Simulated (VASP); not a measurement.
# Bi (P-1) in VASP: a series of runs

The runs below take Bi through electric field gradients, with PBEsol.

Program: VASP 6.6.1. These are calculated values, not measurements. Logs are shortened: lines on timing, memory, paths and dates and some standing lists are left out, and cuts for length are marked.

## 1. The cell of the first run

The typed cell holds 2 atoms: a = 4.539 Å, b = 4.519 Å, c = 11.829 Å, α = 89.79°, β = 89.43°, γ = 119.57°.

## 2. Electric field gradients, PBEsol (equal xy, yz and zx shear strains of +1 %)

Contents of INCAR:

```
ALGO = Normal
EDIFF = 1E-8
ENCUT = 520
GGA = PS
ISIF = 2
ISMEAR = -1
LASPH = True
LCHARG = False
LEFG = True
LREAL = False
LWAVE = False
NBANDS = 22
NELM = 60
PREC = Accurate
SIGMA = 0.08
```

Contents of KPOINTS:

```
k-points
0
Gamma
  9 9 3
```

Contents of POSCAR:

```
Bi
1.0
    4.5390002997      0.0226950015      0.0226950015
   -2.2498457021      3.9195420666      0.0083069471
    0.0591450000      0.0591450000     11.8290000000
Bi
2
Direct
    0.3333333333      0.6666666667      0.2500000000
    0.6666666667      0.3333333333      0.7500000000
```

Potentials or basis: VASP PAW PBE potentials, release 64 (Bi_d).

On the command line:

```bash
cat potpaw_PBE.64/Bi_d/POTCAR > POTCAR
mpirun -np 1 vasp_std > vasp.out
```

OUTCAR:

```text
EDIFF = 1E-8
   ENCUT = 520
   GGA = PS
   ISIF = 2
   ISMEAR = -1
   LASPH = True
   LREAL = False
   NELM = 60
   PREC = Accurate

 ion  position               nearest neighbor table
   1  0.333  0.667  0.250-
   2  0.667  0.333  0.750-

  LATTYP: Found a triclinic cell.
 ALAT       =     4.5391137733
 B/A-ratio  =     0.9956498026
 C/A-ratio  =     3.1135312132
 COS(alpha) =     0.0002841351
 COS(beta)  =     0.4761657162
 COS(gamma) =     0.4934652004

  Lattice vectors:

 A1 = (   4.5390002997,   0.0226950015,   0.0226950015)
 A2 = (   2.2498457021,  -3.9195420666,  -0.0083069471)
 A3 = (   6.7690098973,   3.9057870696, -11.7753030499)

Analysis of symmetry for initial positions (statically):
=====================================================================
 Subroutine PRICEL returns:
 Original cell was already a primitive cell.

 Routine SETGRP: Setting up the symmetry group for a
 triclinic supercell.

 Subroutine GETGRP returns: Found  2 space group operations
 (whereof  2 operations were pure point group operations)
 out of a pool of  2 trial point group operations.

The static configuration has the point symmetry S_2 .

Analysis of symmetry for dynamics (positions and initial velocities):
=====================================================================
 Subroutine PRICEL returns:
 Original cell was already a primitive cell.

 Routine SETGRP: Setting up the symmetry group for a
 triclinic supercell.

 Subroutine GETGRP returns: Found  2 space group operations
 (whereof  2 operations were pure point group operations)
 out of a pool of  2 trial point group operations.

The dynamic configuration has the point symmetry S_2 .

 Subroutine INISYM returns: Found  2 space group operations
 (whereof  2 operations are pure point group operations),
 and found     1 'primitive' translations

----------------------------------------------------------------------------------------

                                     Primitive cell

  volume of cell :     211.0409

  direct lattice vectors                    reciprocal lattice vectors
     4.539000300  0.022695001  0.022695001     0.219690935  0.126107862 -0.001728994
    -2.249845702  3.919542067  0.008306947    -0.001265711  0.254408000 -0.001265711
     0.059145000  0.059145000 11.829000000    -0.000420608 -0.000420608  0.084542206

  length of vectors
     4.539113773  4.519367732 11.829295721     0.253318553  0.254414297  0.084544298

  position of ions in fractional coordinates (direct lattice)
     0.333333333  0.666666667  0.250000000
     0.666666667  0.333333333  0.750000000

  ion indices of the primitive-cell ions
   primitive index   ion index
                 1           1
                 2           2

----------------------------------------------------------------------------------------

 KPOINTS: k-points

Automatic generation of k-mesh.
 Grid dimensions read from file:
 generate k-points for:    9    9    3

 Generating k-lattice:

  Cartesian coordinates                     Fractional coordinates (reciprocal lattice)
     0.024410104  0.014011985 -0.000192110     0.111111111  0.000000000 -0.000000000
    -0.000140635  0.028267556 -0.000140635    -0.000000000  0.111111111  0.000000000
    -0.000140203 -0.000140203  0.028180735    -0.000000000  0.000000000  0.333333333

  Length of vectors
     0.028146506  0.028268255  0.028181433

  Shift w.r.t. Gamma in fractional coordinates (k-lattice)
     0.000000000  0.000000000  0.000000000

 Subroutine IBZKPT returns following result:
 ===========================================

 Found    122 irreducible k-points:

 Following reciprocal coordinates:
            Coordinates               Weight
  0.000000  0.000000  0.000000      1.000000
  0.111111 -0.000000  0.000000      2.000000
  0.222222 -0.000000  0.000000      2.000000
  0.333333 -0.000000 -0.000000      2.000000
  0.444444 -0.000000  0.000000      2.000000
 -0.000000  0.111111  0.000000      2.000000
[... 16 lines left out ...]
 -0.111111  0.222222  0.000000      2.000000
  0.000000  0.333333  0.000000      2.000000
 [... further k-points ...]
   k-points           NKPTS =    122   k-points in BZ     NKDIM =    122   number of bands    NBANDS=     22
   number of dos      NEDOS =    301   number of ions     NIONS =      2
   total plane-waves  NPLWV = 116640
   dimension x,y,z NGX =    36 NGY =   36 NGZ =   90
   dimension x,y,z NGXF=    72 NGYF=   72 NGZF=  180
   ions per type =               2
   NGX,Y,Z   is equivalent  to a cutoff of  13.19, 13.24, 12.65 a.u.
   NGXF,Y,Z  is equivalent  to a cutoff of  26.37, 26.49, 25.30 a.u.
 SYSTEM =  unknown system
   PREC   = accura    normal or accurate (medium, high low for compatibility)
   ISTART =      0    job   : 0-new  1-cont  2-samecut
   ICHARG =      2    charge: 1-file 2-atom 10-const
   ISPIN  =      1    spin polarized calculation?
   LNONCOLLINEAR =      F non collinear calculations
   LSORBIT =      F    spin-orbit coupling
   LASPH  =      T    aspherical Exc in radial PAW
   ENCUT  =  520.0 eV  38.22 Ry    6.18 a.u.   8.44  8.40 21.99*2*pi/ulx,y,z
   NELM   =     60;   NELMIN=  2; NELMDL= -5     # of ELM steps
   EDIFF  = 0.1E-07   stopping-criterion for ELM
   LREAL  =      F    real-space projection
   EDIFFG = 0.1E-06   stopping-criterion for IOM
   NSW    =      0    number of steps for IOM
   IBRION =     -1    ionic relax: 0-MD 1-quasi-New 2-CG
   NFREE  =      0    steps in history (QN), initial steepest desc. (CG)
   ISIF   =      2    stress and relaxation
   ISYM   =      2    0-nonsym 1-usesym 2-fastsym
   POTIM  = 0.5000    time-step for ionic-motion
   TEBEG  =    0.0;   TEEND  =   0.0 temperature during run
   PSTRESS=    0.0 pullay stress
   NELECT =      30.0000    total number of electrons
   NUPDOWN=      -1.0000    fix difference up-down
   EMIN   =  10.00;   EMAX   =-10.00  energy-range for DOS
   EFERMI =   0.00;   METHOD = LEGACY
   ISMEAR =    -1;   SIGMA  =   0.08  broadening in eV -4-tet -1-fermi 0-gaus
   EFERMI_NEDOS =   21; number of points for ismear=-14 and -15
   IALGO  =     38    algorithm
   IMIX   =      4    mixing-type and parameters
     AMIX     =   0.40;   BMIX     =  1.00
     AMIX_MAG =   1.60;   BMIX_MAG =  1.00
  volume/ion in A,a.u.               =     105.52       712.09
  Fermi-wavevector in a.u.,A,eV,Ry     =   0.854397  1.614576  9.932174  0.729994
  Thomas-Fermi vector in A             =   1.970987
   LORBIT       =      0    0 simple, 1 ext, 2 COOP (PROOUT), +10 PAW based schemes
   GGA     = PS    functional components
   LHFCALC =     F    Hartree Fock is set to
   AEXX    =    0.0000 exact exchange contribution
   IVDW    =     0    specifies the selected vdW correction
   LEPSILON=     F    determine dielectric tensor
   LRPA    =     F    only Hartree local field effects (RPA)
 non-spin polarized calculation
  energy-cutoff  :      520.00
  volume of cell :      211.04
 maximum number of plane-waves:      5759
 NGX is ok and might be reduce to    36
   NGX = 17   NGY = 17   NGZ = 43

 number of electron      29.9999992 magnetization

 Free energy of the ion-electron system (eV)
  ---------------------------------------------------
  ext. energy  EPLUGINS =         0.00000000
  ---------------------------------------------------
  free energy    TOTEN  =        -3.44651000 eV

  energy without entropy =       -3.29259597  energy(sigma->0) =       -3.36955299

 E-fermi :  -1.1441     XC(G=0):  -5.4206

 val. band max:       -1.1455756981   @ k =   0.1111   0.3333   0.3333
 cond. band min:      -1.1429948168   @ k =  -0.0000  -0.3333   0.3333
 fundamental gap:      0.0025808813
 Fermi energy:        -1.1440746301

 k-point     1 :       0.0000    0.0000    0.0000
  band No.  band energies     occupation
      1     -23.9177      2.00000
      2     -23.9177      2.00000
      3     -23.9173      2.00000
      4     -23.9173      2.00000
      5     -23.9075      2.00000
      6     -23.9075      2.00000
[... 14 lines left out ...]
     21       4.5200      0.00000
     22       4.7327      0.00000

 k-point     2 :       0.1111   -0.0000    0.0000
  band No.  band energies     occupation
      1     -23.9176      2.00000
      2     -23.9176      2.00000
      3     -23.9165      2.00000
      4     -23.9165      2.00000
      5     -23.9077      2.00000
      6     -23.9077      2.00000
[... 542 lines left out ...]
 k-point    24 :       0.0000    0.3333    0.0000
  band No.  band energies     occupation
      1     -23.9177      2.00000
      2     -23.9177      2.00000
      3     -23.9121      2.00000
      4     -23.9121      2.00000
      5     -23.9088      2.00000
      6     -23.9088      2.00000
[... 14 lines left out ...]
     21       4.3238      0.00000
     22       4.8457      0.00000

 [... further k-points ...]

------------------------ aborting loop because EDIFF is reached ----------------------------------------

  FORCE on cell =-STRESS in cart. coord.  units (eV):
  Direction    XX          YY          ZZ          XY          YZ          ZX
  --------------------------------------------------------------------------------------
  -------------------------------------------------------------------------------------
  Total       -6.5915986     -6.5945375     -0.5072098      0.0544887     -0.0260742     -0.0260928
  in kB      -50.0420063    -50.0643178     -3.8506285      0.4136665     -0.1979500     -0.1980909
  external PRESSURE =     -34.6523175 kB  Pullay stress =       0.0000000 kB

 VOLUME and BASIS-vectors are now :
 -----------------------------------------------------------------------------
  energy-cutoff  :      520.00
  volume of cell :      211.04
      direct lattice vectors                 reciprocal lattice vectors
     4.539000300  0.022695001  0.022695001     0.219690935  0.126107862 -0.001728994
    -2.249845702  3.919542067  0.008306947    -0.001265711  0.254408000 -0.001265711
     0.059145000  0.059145000 11.829000000    -0.000420608 -0.000420608  0.084542206

 POSITION                                       TOTAL-FORCE (eV/Angst)
 -----------------------------------------------------------------------------------
      0.02789      2.63538      2.97035         0.000510     -0.000033     -0.000020
      2.32041      1.36600      8.88965        -0.000510      0.000033      0.000020
 -----------------------------------------------------------------------------------
    total drift:                               -0.000000      0.000000      0.000000

  FREE ENERGIE OF THE ION-ELECTRON SYSTEM (eV)
  ---------------------------------------------------
  free  energy   TOTEN  =        -3.4465100040 eV

  energy  without entropy=       -3.2925959691  energy(sigma->0) =       -3.36955299

 Electric field gradients (V/A^2)
---------------------------------------------------------------------
 ion       V_xx      V_yy      V_zz      V_xy      V_xz      V_yz
---------------------------------------------------------------------
   1     112.796   112.787  -225.583     5.190     1.664     1.665
   2     112.796   112.787  -225.583     5.190     1.664     1.665
---------------------------------------------------------------------

 Electric field gradients after diagonalization (V/A^2)
 (convention: |V_zz| > |V_xx| > |V_yy|)
----------------------------------------------------------------------
 ion       V_xx      V_yy      V_zz     asymmetry (V_yy - V_xx)/ V_zz
----------------------------------------------------------------------
   1     117.998   107.601  -225.599       0.046
   2     117.998   107.601  -225.599       0.046
----------------------------------------------------------------------

           NMR quadrupolar parameters

 Cq : quadrupolar parameter    Cq=e*Q*V_zz/h
 eta: asymmetry parameters     (V_yy - V_xx)/ V_zz
 Q  : nuclear electric quadrupole moment in mb (millibarn)
----------------------------------------------------------------------
 ion       Cq(MHz)       eta       Q (mb)
----------------------------------------------------------------------
   1      -0.545       0.046       1.000
   2      -0.545       0.046       1.000
----------------------------------------------------------------------
```

It took 10 min on 1 thread of Intel Xeon 8259CL, shared host; peak memory 0.6 GiB.

Results:

- Free energy: -3.4465 eV
- Pressure: -3.5 GPa
- Band gap on the k mesh: zero (bands 15 and 16 overlap by 2.12 eV)
- Largest electric field gradient by atom: Bi -225.6 V/Å²

Stress tensor (GPa, compression positive):
```
-5.00  0.04 -0.02
 0.04 -5.01 -0.02
-0.02 -0.02 -0.39
```

Electric field gradients, principal values (V/Å²):
```csv
atom,least,middle,greatest (by size)
1 Bi,107.601,117.998,-225.599
2 Bi,107.601,117.998,-225.599
```

Caveat: the cell differs from its parent crystal (equal xy, yz and zx shear strains of +1 %); the cell stands under tension; without QUAD_EFG the Cq values of the log hold for a quadrupole moment of 1 mb, not for the nuclei; the PAW data sets were made with another functional, which shifts forces and pressure a little; spin-orbit coupling is left out, which moves the levels of the heavy elements.

(Part 1 of 2 ends here.)
